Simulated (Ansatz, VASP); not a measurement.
# C: VASP beside Ansatz

```
C
1.0
     2.51806    0.00000    0.00000
    -1.25903    2.18071    0.00000
     0.00000    0.00000    8.30469
C
8
Cartesian
  -0.0464 0.0000 0.7721
  0.0464 0.0000 4.9245
  0.0464 0.0000 3.3802
  -0.0464 0.0000 7.5326
  -0.0380 1.4538 1.2916
  1.2970 0.7269 5.4440
  0.0380 1.4538 2.8607
  1.2210 0.7269 7.0131
```

Change from the starting cell: mode 4 frozen in at -0.046 Å and mode 5 at +0.000 Å (largest displacements).

Alike in both runs: task single point; functional PBE; k mesh 12 × 12 × 4; occupations gaussian, width 0.05 eV; no spin polarisation.

|  | VASP | Ansatz |
| --- | --- | --- |
| version | VASP 6.6.1 | Ansatz 0.2.0 |
| potentials or method | VASP PAW PBE potentials, release 64 (C), cutoff 520 eV | scalar-relativistic, plane waves, PAW |
| valence electrons in the cell | 32 | 32 |

```csv
,VASP,Ansatz,Ansatz less VASP
gap on the k mesh at the Fermi level (eV),4.54,4.54,+0.010
least direct gap on the mesh (eV),5.30,5.31,+0.007
pressure (GPa),0.7,0.0,-0.62
"traceless stress, the component that is largest in VASP (GPa)",-0.16,-0.18,-0.017
rms of the force components (eV/Å),0.164,0.164,0.0000
```

Atom by atom the forces differ by 0.003 eV/Å (rms over components). With one functional, cell and mesh, what is left measures potentials, basis and numerics.
